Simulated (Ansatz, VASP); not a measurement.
## Ti in VASP and in Ansatz

Contents of INCAR:

```
SYSTEM = Ti
PREC = Accurate
ENCUT = 520
EDIFF = 1E-6
ISMEAR = 0
SIGMA = 0.15
LREAL = .FALSE.
LASPH = .TRUE.
NELM = 60
ALGO = Fast
ISIF = 2
LWAVE = .FALSE.
LCHARG = .FALSE.
GGA = PE
NBANDS = 19
```

File KPOINTS:

```
Automatic mesh
0
G
  18 18 10
  0 0 0
```

The input POSCAR:

```
Ti
1.0
    2.9499978604      0.0000000000      0.0000000000
   -1.4749989302      2.5547730882      0.0000000000
    0.0000000000      0.0000000000      4.8734400000
Ti
2
Direct
    0.3333333333      0.6666666667      0.2500000000
    0.6666666667      0.3333333333      0.7500000000
```

Input for Ansatz:

```yaml
crystal:
  lattice:
    - [2.9499978604, 0.0, 0.0]
    - [-1.4749989302, 2.5547730882, 0.0]
    - [0.0, 0.0, 4.87344]
  atoms:
    - { symbol: Ti, position: [0.3333333333, 0.6666666667, 0.25] }
    - { symbol: Ti, position: [0.6666666667, 0.3333333333, 0.75] }
basis:
  ecutwfc: 420
kpoints:
  mp_grid: { grid: [18, 18, 10] }
hamiltonian:
  xc: pbe
scf:
  occupations: { method: gaussian, width: 0.15 }
output:
  forces: true
  stress: true
  eigenvalues: true
```

Change from the starting cell: strain +0.0400 x Voigt [0, 0, 1, 0, 0, 0], atoms carried along.

Alike in both runs: task single point; functional PBE; k mesh 18 × 18 × 10; occupations gaussian, width 0.15 eV; no spin polarisation.

|  | VASP | Ansatz |
| --- | --- | --- |
| version | VASP 6.6.1 | Ansatz 0.2.0 |
| potentials or method | VASP PAW PBE potentials, release 64 (Ti_sv), cutoff 520 eV | scalar-relativistic, plane waves, PAW |
| valence electrons in the cell | 24 | 24 |

VASP gave:

```
gap on the k mesh at the Fermi level (eV)                     : none
pressure (GPa)                                                : -5.9
traceless stress, the component that is largest in VASP (GPa) : -2.87
```

Q: Which values does Ansatz return?

A: gap on the k mesh at the Fermi level (eV): none; pressure (GPa): -5.5; traceless stress, the component that is largest in VASP (GPa): -2.89.

A gap of «none» marks a metal or a gap that the smearing closes. The functional is the same, so the differences come from potentials, cutoffs and numerics.
